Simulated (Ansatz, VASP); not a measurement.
**Two plane-wave programs on LiF**

POSCAR

```
LiF
1.0
    0.0000000000      2.0140000000      2.0140000000
    2.0140000000      0.0000000000      2.0140000000
    2.0140000000      2.0140000000      0.0000000000
F Li
1 1
Direct
    0.5000000000      0.5000000000      0.5000000000
    0.0000000000      0.0000000000      0.0000000000
```

INCAR.step1

```
SYSTEM = LiF
ALGO = Normal ; EDIFF = 1E-5
ENCUT = 520 ; GGA = PE
ISIF = 2 ; ISMEAR = -1
LASPH = .TRUE. ; LCHARG = .FALSE.
LREAL = .FALSE. ; LWAVE = .TRUE.
NBANDS = 12 ; NELM = 80
PREC = Accurate ; SIGMA = 0.05
```

INCAR.step2

```
SYSTEM = LiF
AEXX = 0.15 ; ALGO = Normal
EDIFF = 1E-6 ; ENCUT = 520
GGA = PE ; HFSCREEN = 0.2
ISIF = 2 ; ISMEAR = -1
ISTART = 1 ; LASPH = .TRUE.
LCHARG = .FALSE. ; LHFCALC = .TRUE.
LREAL = .FALSE. ; LWAVE = .FALSE.
NBANDS = 12 ; NELM = 80
PREC = Accurate ; PRECFOCK = Normal
SIGMA = 0.05
```

The input KPOINTS:

```
k-points
0
G
  6 6 6
  0 0 0
```

Contents of input.yaml:

```yaml
crystal:
  lattice:
    - [0.0, 2.014, 2.014]
    - [2.014, 0.0, 2.014]
    - [2.014, 2.014, 0.0]
  atoms:
    - { symbol: F, position: [0.5, 0.5, 0.5] }
    - { symbol: Li, position: [0.0, 0.0, 0.0] }
hamiltonian:
  xc: { exchange: pbe, correlation: pbe, exx: { coeff: 0.15, omega: 0.2 } }
  pseudopotentials: { kind: paw }
kpoints:
  mp_grid: { grid: [6, 6, 6] }
scf:
  occupations: { method: fermi_dirac, width: 0.05 }
output:
  forces: true
  stress: true
  eigenvalues: true
```

Alike in both runs: task single point; functional PBE-based screened hybrid; k mesh 6 × 6 × 6; occupations fermi-dirac, width 0.05 eV; no spin polarisation.

|  | VASP | Ansatz |
| --- | --- | --- |
| version | VASP 6.6.1 | Ansatz 0.2.0 |
| potentials or method | VASP PAW PBE potentials, release 64 (F, Li_sv) | Ansatz PAW |
| plane-wave cutoff (eV) | 520 | 420 |
| valence electrons in the cell | 10 | 10 |

```csv
,VASP,Ansatz,Ansatz less VASP
gap on the k mesh at the Fermi level (eV),10.48,10.48,+0.006
least direct gap on the mesh (eV),10.48,10.48,+0.006
```

VASP's potentials were made for PBE, not for PBE-based screened hybrid. The functional is the same, so the differences come from potentials, cutoffs and numerics.

The k mesh is coarse, so the values compare programs but aren't converged. Noted on VASP's run: the cutoff is short for stress, so the pressure is rough.
